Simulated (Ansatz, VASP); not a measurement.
Ti: VASP beside Ansatz

```xyz
1
Lattice="-1.6454 1.6454 1.5270 1.6454 -1.6454 1.5270 1.6454 1.6454 -1.5270" Properties=species:S:1:pos:R:3 pbc="T T T"
Ti    0.0000    0.0000    0.0000
```

Alike in both runs: task single point; functional PBEsol; k mesh 22 × 22 × 22; occupations gaussian, width 0.15 eV; no spin polarisation.

|  | VASP | Ansatz |
| --- | --- | --- |
| version | VASP 6.6.1 | Ansatz 0.2.0 |
| potentials or method | VASP PAW PBE potentials, release 64 (Ti_sv), cutoff 520 eV | scalar-relativistic, plane waves, PAW |
| valence electrons in the cell | 12 | 12 |

|  | VASP | Ansatz | Ansatz less VASP |
| --- | --- | --- | --- |
| gap on the k mesh at the Fermi level (eV) | none | none | - |
| pressure (GPa) | -0.1 | 0.1 | +0.23 |
| traceless stress, the component that is largest in VASP (GPa) | -1.54 | -1.53 | +0.017 |

VASP's potentials were made for PBE, not for PBEsol, and Ansatz warns of the same on its side. A gap of «none» marks a metal or a gap that the smearing closes. The functional is the same, so the differences come from potentials, cutoffs and numerics.
